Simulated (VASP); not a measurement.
# Cd (P6_3/mmc) in VASP: a series of runs

Cd is run at these levels: revPBE; tasks: single point.

Program: VASP 6.6.1. These are calculated values, not measurements. Logs are shortened: lines on timing, memory, paths and dates and some standing lists are left out, and cuts for length are marked.

## Step 1: The cell of the first run

It takes space group P6_3/mmc (No. 194, hexagonal). The conventional cell has a = 3.187 Å, b = 3.187 Å, c = 10.430 Å, α = 90.00°, β = 90.00°, γ = 120.00°. Within 4.2 Å of Cd (site symmetry -3m) lie 12 Cd at 3.19 Å. Within 4.2 Å of Cd (site symmetry -6m2) lie 12 Cd at 3.19 Å.

## Step 2: Single point, revPBE (22.94 Å³/atom)

The input, INCAR:

```
SYSTEM = Cd
PREC = Accurate ; ENCUT = 520
EDIFF = 1E-6 ; ISMEAR = -1
SIGMA = 0.1 ; LREAL = .FALSE.
LASPH = .TRUE. ; NELM = 100
ALGO = Normal ; ISIF = 2
LWAVE = .FALSE. ; LCHARG = .FALSE.
GGA = RE ; NBANDS = 32
```

The input, KPOINTS:

```
regular mesh
0
G
  13 13 4
  0 0 0
```

The input, POSCAR:

```
Cd
1.0
    3.1873527212      0.0000000000      0.0000000000
   -1.5936763606      2.7603284274      0.0000000000
    0.0000000000      0.0000000000     10.4296696432
Cd
4
Direct
    0.0000000000      1.0000000000      0.0000000000
    0.0000000000      0.0000000000      0.5000000000
    0.3333333333      0.6666666667      0.2500000000
    0.6666666667      0.3333333333      0.7500000000
```

Potentials or basis: VASP PAW PBE potentials, release 64 (Cd).

Command:

```
$ cat potpaw_PBE.64/Cd/POTCAR > POTCAR
$ mpirun -np 1 vasp_std > vasp.out
```

OUTCAR:

```text
SYSTEM = Cd
   PREC = Accurate
   ENCUT = 520
   EDIFF = 1E-6
   ISMEAR = -1
   LREAL = .FALSE.
   LASPH = .TRUE.
   NELM = 100
   ISIF = 2
   GGA = RE

 ion  position               nearest neighbor table
   1  0.000  0.000  0.000-   3 3.19   4 3.19   4 3.19   3 3.19   4 3.19   3 3.19
   2  0.000  0.000  0.500-   3 3.19   4 3.19   4 3.19   3 3.19   4 3.19   3 3.19
   3  0.333  0.667  0.250-   1 3.19   2 3.19   1 3.19   2 3.19   1 3.19   2 3.19
   4  0.667  0.333  0.750-   1 3.19   2 3.19   1 3.19   2 3.19   1 3.19   2 3.19

  LATTYP: Found a hexagonal cell.
 ALAT       =     3.1873527212
 C/A-ratio  =     3.2722044140

  Lattice vectors:

 A1 = (   3.1873527212,   0.0000000000,   0.0000000000)
 A2 = (  -1.5936763606,   2.7603284274,   0.0000000000)
 A3 = (   0.0000000000,   0.0000000000,  10.4296696432)

Analysis of symmetry for initial positions (statically):
=====================================================================
 Subroutine PRICEL returns:
 Original cell was already a primitive cell.

 Routine SETGRP: Setting up the symmetry group for a
 hexagonal supercell.

 Subroutine GETGRP returns: Found 24 space group operations
 (whereof 12 operations were pure point group operations)
 out of a pool of 24 trial point group operations.

The static configuration has the point symmetry D_3d.
 The point group associated with its full space group is D_6h.

Analysis of symmetry for dynamics (positions and initial velocities):
=====================================================================
 Subroutine PRICEL returns:
 Original cell was already a primitive cell.

 Routine SETGRP: Setting up the symmetry group for a
 hexagonal supercell.

 Subroutine GETGRP returns: Found 24 space group operations
 (whereof 12 operations were pure point group operations)
 out of a pool of 24 trial point group operations.

The dynamic configuration has the point symmetry D_3d.
 The point group associated with its full space group is D_6h.

 Subroutine INISYM returns: Found 24 space group operations
 (whereof 12 operations are pure point group operations),
 and found     1 'primitive' translations

----------------------------------------------------------------------------------------

                                     Primitive cell

  volume of cell :      91.7617

  direct lattice vectors                    reciprocal lattice vectors
     3.187352721  0.000000000  0.000000000     0.313739987  0.181137866  0.000000000
    -1.593676361  2.760328427  0.000000000     0.000000000  0.362275731  0.000000000
[... 90 lines left out ...]
   LREAL  =      F    real-space projection
   EDIFFG = 0.1E-04   stopping-criterion for IOM
   NSW    =      0    number of steps for IOM
   IBRION =     -1    ionic relax: 0-MD 1-quasi-New 2-CG
   NFREE  =      0    steps in history (QN), initial steepest desc. (CG)
   ISIF   =      2    stress and relaxation
   ISYM   =      2    0-nonsym 1-usesym 2-fastsym
   POTIM  = 0.5000    time-step for ionic-motion
   TEBEG  =    0.0;   TEEND  =   0.0 temperature during run
   PSTRESS=    0.0 pullay stress
   NELECT =      48.0000    total number of electrons
   NUPDOWN=      -1.0000    fix difference up-down
   EMIN   =  10.00;   EMAX   =-10.00  energy-range for DOS
   EFERMI =   0.00;   METHOD = LEGACY
   ISMEAR =    -1;   SIGMA  =   0.10  broadening in eV -4-tet -1-fermi 0-gaus
   EFERMI_NEDOS =   21; number of points for ismear=-14 and -15
   IALGO  =     38    algorithm
   IMIX   =      4    mixing-type and parameters
     AMIX     =   0.40;   BMIX     =  1.00
     AMIX_MAG =   1.60;   BMIX_MAG =  1.00
  volume/ion in A,a.u.               =      22.94       154.81
  Fermi-wavevector in a.u.,A,eV,Ry     =   1.319071  2.492682 23.673426  1.739948
  Thomas-Fermi vector in A             =   2.448995
   LORBIT       =      0    0 simple, 1 ext, 2 COOP (PROOUT), +10 PAW based schemes
   GGA     = RE    functional components
   LHFCALC =     F    Hartree Fock is set to
   AEXX    =    0.0000 exact exchange contribution
   IVDW    =     0    specifies the selected vdW correction
   LEPSILON=     F    determine dielectric tensor
   LRPA    =     F    only Hartree local field effects (RPA)
 non-spin polarized calculation
  energy-cutoff  :      520.00
  volume of cell :       91.76
 maximum number of plane-waves:      2494
 NGX is ok and might be reduce to    24
   NGX = 11   NGY = 11   NGZ = 39

 number of electron      47.9999985 magnetization

 Free energy of the ion-electron system (eV)
  ---------------------------------------------------
  ext. energy  EPLUGINS =         0.00000000
  ---------------------------------------------------
  free energy    TOTEN  =        -1.64474025 eV

  energy without entropy =       -1.58862510  energy(sigma->0) =       -1.61668268

 E-fermi :   2.7151     XC(G=0): -10.6348

 val. band max:        2.7090151630   @ k =   0.3846   0.2308   0.0000
 cond. band min:       2.7425688148   @ k =   0.3077   0.3077   0.2500
 fundamental gap:      0.0335536519
 Fermi energy:         2.7150907366

 k-point     1 :       0.0000    0.0000    0.0000
  band No.  band energies     occupation
      1      -6.8719      2.00000
      2      -6.6592      2.00000
      3      -6.6362      2.00000
      4      -6.4532      2.00000
      5      -6.4508      2.00000
      6      -6.4508      2.00000
[... 829 lines left out ...]
     31      12.6071      0.00000
     32      13.4638      0.00000

 [... further k-points ...]

------------------------ aborting loop because EDIFF is reached ----------------------------------------

  FORCE on cell =-STRESS in cart. coord.  units (eV):
  Direction    XX          YY          ZZ          XY          YZ          ZX
  --------------------------------------------------------------------------------------
  -------------------------------------------------------------------------------------
  Total        0.9006524      0.9006524      1.1721512      0.0000000      0.0000000      0.0000000
  in kB       15.7255680     15.7255680     20.4659917      0.0000000      0.0000000      0.0000000
  external PRESSURE =      17.3057093 kB  Pullay stress =       0.0000000 kB

 VOLUME and BASIS-vectors are now :
 -----------------------------------------------------------------------------
  energy-cutoff  :      520.00
  volume of cell :       91.76
      direct lattice vectors                 reciprocal lattice vectors
     3.187352721  0.000000000  0.000000000     0.313739987  0.181137866  0.000000000
    -1.593676361  2.760328427  0.000000000     0.000000000  0.362275731  0.000000000
     0.000000000  0.000000000 10.429669643     0.000000000  0.000000000  0.095880314

 POSITION                                       TOTAL-FORCE (eV/Angst)
 -----------------------------------------------------------------------------------
      0.00000      0.00000      0.00000        -0.000000      0.000000      0.000000
      0.00000      0.00000      5.21483         0.000000      0.000000      0.000000
     -0.00000      1.84022      2.60742         0.000000      0.000000      0.000000
      1.59368      0.92011      7.82225        -0.000000     -0.000000      0.000000
 -----------------------------------------------------------------------------------
    total drift:                               -0.000000      0.000000     -0.000000

  FREE ENERGIE OF THE ION-ELECTRON SYSTEM (eV)
  ---------------------------------------------------
  free  energy   TOTEN  =        -1.6447402550 eV

  energy  without entropy=       -1.5886251009  energy(sigma->0) =       -1.61668268
```

Wall time 70 s (1 thread of AMD EPYC 9R45 (Zen 5), shared host); peak memory 0.25 GiB.

What came out:

| Item | Value |
| --- | --- |
| Free energy | -1.6447 eV |
| Pressure | 1.7 GPa |
| Band gap on the k mesh | zero (bands 24 and 25 overlap by 2.76 eV) |

Levels at points of the mesh, in eV from the Fermi level:
```
           k point  band 20  band 21  band 22  band 23  band 24  band 25  band 26  band 27  band 28  band 29
(0.00, 0.00, 0.00)    -8.45    -8.45    -6.88    -6.86    -2.26    -1.52     5.88     5.88    12.01    12.01
(0.00, 0.00, 0.50)    -8.51    -8.13    -8.13    -4.78    -4.78     1.71     1.71    10.50    10.50    12.32
```

Caveat: the PAW data sets were made with another functional, which shifts forces and pressure a little.

## Step 3: Single point, revPBE (23.90 Å³/atom)

This run uses another cell than the first one, of 23.90 Å³/atom.

The input, INCAR:

```
PREC = Accurate ; ENCUT = 520
EDIFF = 1E-6 ; ISMEAR = -1
SIGMA = 0.1 ; LREAL = False
LASPH = True ; NELM = 60
ALGO = Normal ; ISIF = 2
LWAVE = False ; LCHARG = True
GGA = RE ; LELF = True
LVHAR = True ; NBANDS = 32
```

The input, KPOINTS:

```
regular mesh
0
Gamma
  13 13 4
```

The input, POSCAR:

```
Cd
1.0
    3.2310205136      0.0000000000      0.0000000000
   -1.6155102567      2.7981458449      0.0000000000
    0.0000000000      0.0000000000     10.5725595862
Cd
4
Direct
    0.0000000000      1.0000000000      0.0000000000
    0.0000000000      0.0000000000      0.5000000000
    0.3333333333      0.6666666667      0.2500000000
    0.6666666667      0.3333333333      0.7500000000
```

Potentials or basis: VASP PAW PBE potentials, release 64 (Cd).

Command:

```
$ cat potpaw_PBE.64/Cd/POTCAR > POTCAR
$ mpirun -np 1 vasp_std > vasp.out
```

It took 75 s on 1 thread of AMD EPYC 9R45 (Zen 5), shared host; peak memory 0.25 GiB.

Results (log left out):

```
Free energy            : -1.6667 eV
Pressure               : 0.1 GPa
Band gap on the k mesh : zero (bands 24 and 25 overlap by 2.71 eV)
```

Stress tensor (GPa, compression positive):
```
0.05 0.00 0.00
0.00 0.05 0.00
0.00 0.00 0.33
```

Levels at points of the mesh, in eV from the Fermi level:
| k point | band 21 | band 22 | band 23 | band 24 | band 25 | band 26 | band 27 | band 28 |
| --- | --- | --- | --- | --- | --- | --- | --- | --- |
| (0.00, 0.00, 0.00) | -8.23 | -6.63 | -6.62 | -2.08 | -1.55 | 5.73 | 5.73 | 11.68 |
| (0.00, 0.00, 0.50) | -7.84 | -7.84 | -4.61 | -4.61 | 1.67 | 1.67 | 10.24 | 10.24 |

Caveat: the PAW data sets were made with another functional, which shifts forces and pressure a little.

## Step 4: Single point, revPBE (24.85 Å³/atom)

This run uses another cell than the first one, of 24.85 Å³/atom.

The input, INCAR:

```
SYSTEM = Cd
  PREC = Accurate
  ENCUT = 520
  EDIFF = 1E-7
  ISMEAR = -1
  SIGMA = 0.1
  LREAL = .FALSE.
  LASPH = .TRUE.
  NELM = 80
  ALGO = Normal
  ISIF = 2
  LWAVE = .FALSE.
  LCHARG = .TRUE.
  GGA = RE
  LELF = .TRUE.
  LVHAR = .TRUE.
  NBANDS = 32
```

The input, KPOINTS:

```
regular mesh
0
G
  13 13 4
  0 0 0
```

The input, POSCAR:

```
Cd
1.0
    3.2735388172      0.0000000000      0.0000000000
   -1.6367694086      2.8349677760      0.0000000000
    0.0000000000      0.0000000000     10.7116881672
Cd
4
Direct
    0.0000000000      1.0000000000      0.0000000000
    0.0000000000      0.0000000000      0.5000000000
    0.3333333333      0.6666666667      0.2500000000
    0.6666666667      0.3333333333      0.7500000000
```

Potentials or basis: VASP PAW PBE potentials, release 64 (Cd).

Command:

```
$ cat potpaw_PBE.64/Cd/POTCAR > POTCAR
$ mpirun -np 1 vasp_std > vasp.out
```

OUTCAR:

```text
SYSTEM = Cd
   PREC = Accurate
   ENCUT = 520
   EDIFF = 1E-7
   ISMEAR = -1
   LREAL = .FALSE.
   LASPH = .TRUE.
   NELM = 80
   ISIF = 2
   GGA = RE

 ion  position               nearest neighbor table
   1  0.000  0.000  0.000-   3 3.28   4 3.28   4 3.28   3 3.28   4 3.28   3 3.28
   2  0.000  0.000  0.500-   3 3.28   4 3.28   4 3.28   3 3.28   4 3.28   3 3.28
   3  0.333  0.667  0.250-   1 3.28   2 3.28   1 3.28   2 3.28   1 3.28   2 3.28
   4  0.667  0.333  0.750-   1 3.28   2 3.28   1 3.28   2 3.28   1 3.28   2 3.28

  LATTYP: Found a hexagonal cell.
 ALAT       =     3.2735388172
 C/A-ratio  =     3.2722044140
[... 1039 lines left out ...]
  --------------------------------------------------------------------------------------
  -------------------------------------------------------------------------------------
  Total       -0.6570579     -0.6570579     -0.5947820     -0.0000000     -0.0000000     -0.0000000
  in kB      -10.5898707    -10.5898707     -9.5861638     -0.0000000     -0.0000000     -0.0000000
  external PRESSURE =     -10.2553017 kB  Pullay stress =       0.0000000 kB

 VOLUME and BASIS-vectors are now :
 -----------------------------------------------------------------------------
  energy-cutoff  :      520.00
  volume of cell :       99.41
      direct lattice vectors                 reciprocal lattice vectors
     3.273538817  0.000000000  0.000000000     0.305479805  0.176368848  0.000000000
    -1.636769409  2.834967776  0.000000000     0.000000000  0.352737695  0.000000000
     0.000000000  0.000000000 10.711688167     0.000000000  0.000000000  0.093355966

 POSITION                                       TOTAL-FORCE (eV/Angst)
 -----------------------------------------------------------------------------------
      0.00000      0.00000      0.00000         0.000000      0.000000      0.000000
      0.00000      0.00000      5.35584         0.000000      0.000000      0.000000
     -0.00000      1.88998      2.67792         0.000000     -0.000000      0.000000
      1.63677      0.94499      8.03377        -0.000000      0.000000     -0.000000
 -----------------------------------------------------------------------------------
    total drift:                               -0.000000      0.000000     -0.000000

  FREE ENERGIE OF THE ION-ELECTRON SYSTEM (eV)
  ---------------------------------------------------
  free  energy   TOTEN  =        -1.6557283825 eV

  energy  without entropy=       -1.5993039645  energy(sigma->0) =       -1.62751617
```

OSZICAR:

```text
N       E                     dE             d eps       ncg     rms          rms(c)
DAV:   1     0.382671816918E+03    0.38267E+03   -0.25418E+04  4064   0.148E+03
DAV:   2     0.913695821003E+01   -0.37353E+03   -0.35655E+03  4200   0.396E+02
DAV:   3    -0.168866494029E+01   -0.10826E+02   -0.10771E+02  4784   0.770E+01
DAV:   4    -0.171586989655E+01   -0.27205E-01   -0.27202E-01  4240   0.364E+00
DAV:   5    -0.171595586349E+01   -0.85967E-04   -0.85966E-04  4752   0.183E-01    0.461E+00
DAV:   6    -0.164230418575E+01    0.73652E-01   -0.29194E-01  4368   0.464E+00    0.383E+00
DAV:   7    -0.165206774867E+01   -0.97636E-02   -0.52218E-02  4408   0.160E+00    0.157E+00
DAV:   8    -0.165539887003E+01   -0.33311E-02   -0.71310E-03  4296   0.827E-01    0.128E-01
DAV:   9    -0.165560090996E+01   -0.20204E-03   -0.69422E-05  4608   0.567E-02    0.528E-02
DAV:  10    -0.165572885295E+01   -0.12794E-03   -0.13366E-04  4264   0.913E-02    0.461E-03
DAV:  11    -0.165572860242E+01    0.25053E-06   -0.46714E-07  4520   0.519E-03    0.189E-03
DAV:  12    -0.165572840597E+01    0.19645E-06   -0.16920E-07  3264   0.306E-03    0.101E-03
DAV:  13    -0.165572838251E+01    0.23457E-07   -0.80085E-09  2416   0.693E-04
   1 F= -.16557284E+01 E0= -.16275162E+01  d E =-.564244E-01
```

stdout:

```text
POSCAR found type information on POSCAR Cd
 POSCAR found :  1 types and       4 ions
 scaLAPACK will be used
 -----------------------------------------------------------------------------
|                                                                             |
|                                                                             |
|     You enforced a specific xc type in the INCAR file but a different       |
|     I HOPE YOU KNOW WHAT YOU ARE DOING!                                     |
|                                                                             |
 -----------------------------------------------------------------------------

 LDA part: xc-table for (Slater+PW92), standard interpolation
 POSCAR, INCAR and KPOINTS ok, starting setup
 FFT: planning ... GRIDC
 FFT: planning ... GRID_SOFT
 FFT: planning ... GRID
 WAVECAR not read
 entering main loop
```

It took 87 s on 1 thread of AMD EPYC 9R45 (Zen 5), shared host; peak memory 0.26 GiB.

Results:

* Free energy: -1.6557 eV
* Pressure: -1.0 GPa
* Band gap on the k mesh: zero (bands 24 and 25 overlap by 2.65 eV)

Levels at points of the mesh, in eV from the Fermi level:
```csv
k point,band 21,band 22,band 23,band 24,band 25,band 26,band 27,band 28
"(0.00, 0.00, 0.00)",-7.94,-6.41,-6.39,-1.92,-1.58,5.59,5.59,11.36
"(0.00, 0.00, 0.50)",-7.57,-7.57,-4.45,-4.45,1.63,1.63,9.99,9.99
```

Caveat: the PAW data sets were made with another functional, which shifts forces and pressure a little.

## Step 5: Summary

| cell | gap on the mesh (eV) | pressure (GPa) |
| --- | --- | --- |
| a = 3.187, b = 3.187, c = 10.430 Å, angles 90.0, 90.0, 120.0°, 4 atoms | none | 1.7 |
| a = 3.231, b = 3.231, c = 10.573 Å, angles 90.0, 90.0, 120.0°, 4 atoms | none | 0.1 |
| a = 3.274, b = 3.274, c = 10.712 Å, angles 90.0, 90.0, 120.0°, 4 atoms | none | -1.0 |

Alike in all rows: task single point; level revPBE; potentials or basis VASP PAW PBE potentials, release 64 (Cd); no spin polarisation; k mesh 13 × 13 × 4; cutoff (eV) 520; smearing fermi-dirac 0.1 eV.

Caveats: the PAW data sets were made with another functional, which shifts forces and pressure a little.

Absolute energies hang on the potentials; compare differences alone.
